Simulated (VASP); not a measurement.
## HfC: single point with PBE

HfC:

```
CELL_PARAMETERS angstrom
0.00000 2.31714 2.31714
2.31714 0.00000 2.31714
2.31714 2.31714 0.00000
ATOMIC_POSITIONS crystal
Hf 0.00000 0.00000 0.00000
C 0.50000 0.50000 0.50000
```

```
Program                : VASP 6.6.1
Task                   : single point
Functional             : PBE
Potentials or basis    : VASP PAW PBE potentials, release 64 (Hf_pv, C)
Cutoff                 : 520 eV
k mesh                 : 13 × 13 × 13
Occupations            : fermi-dirac, width 0.05 eV
Spin                   : no spin polarisation
Dipole correction      : no
Further INCAR settings : ALGO = Normal; EDIFF = 1e-06; NBANDS = 14
```

```yaml
Pressure: 2.0 GPa
Band_gap_on_the_k_mesh: zero (band 7 reaches 7.04 eV, above the bottom of band 8 at 5.64 eV)
```

Levels at points of the mesh, in eV from the Fermi level:
```csv
k point,band 3,band 4,band 5,band 6,band 7,band 8,band 9,band 10,band 11,band 12
"(0.00, 0.00, 0.00)",-29.51,-12.34,1.02,1.02,1.02,1.41,1.41,1.41,3.44,3.44
```

Wall time 31 s on 1 thread of Intel Xeon 8259CL, on a shared host, peak memory 0.16 GiB.

Caveat: spin-orbit coupling is left out, which moves the levels of the heavy elements.
